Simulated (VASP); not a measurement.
A run of VASP 6.6.1 is set up as follows.

Contents of INCAR:

```
SYSTEM = Ca2Al2O3
ALGO = Normal ; EDIFF = 1E-7
ENCUT = 520 ; GGA = PE
ISIF = 2 ; ISMEAR = 0
LASPH = .TRUE. ; LCHARG = .FALSE.
LREAL = .FALSE. ; LWAVE = .FALSE.
NBANDS = 31 ; NELM = 60
PREC = Accurate ; SIGMA = 0.1
```

KPOINTS

```
k-points
0
G
  6 6 6
  0 0 0
```

File POSCAR:

```
Ca2Al2O3
1.0
    2.6932826608      1.5549674692      4.1934045852
   -2.6932826608      1.5549674692      4.1934045852
    0.0000000000     -3.1099349385      4.1934045852
Ca Al O
2 2 3
Direct
    0.0000000000      0.0000000000      0.0000000000
    0.5000000000      0.5000000000      0.5000000000
    0.7575948260      0.7575948260      0.7575948260
    0.2424051740      0.2424051740      0.2424051740
    0.5000000000      0.9539662219      0.0460337781
    0.9539662219      0.0460337781      0.5000000000
    0.0460337781      0.5000000000      0.9539662219
```

Potentials or basis: VASP PAW PBE potentials, release 64 (Ca_sv, Al, O).

Command:

```sh
$ cat potpaw_PBE.64/Ca_sv/POTCAR potpaw_PBE.64/Al/POTCAR potpaw_PBE.64/O/POTCAR > POTCAR
$ mpirun -np 1 vasp_std > vasp.out
```

**Question.** What does it give for the band gap on the k mesh?

**Answer.** Zero (band 22 reaches 5.94 eV, above the bottom of band 23 at 5.49 eV).

**Question.** Estimate the largest force.

**Answer.** 0.009 eV/Å.

**Question.** Predict the pressure.

**Answer.** 0.1 GPa.

Forces in eV/Å, atoms in the order of the input:
```
Ca   0.000  0.000  0.000
Ca   0.000  0.000  0.000
Al   0.000  0.000  0.001
Al   0.000  0.000 -0.001
O   -0.004  0.008  0.000
O    0.009  0.000  0.000
O   -0.004 -0.008  0.000
```
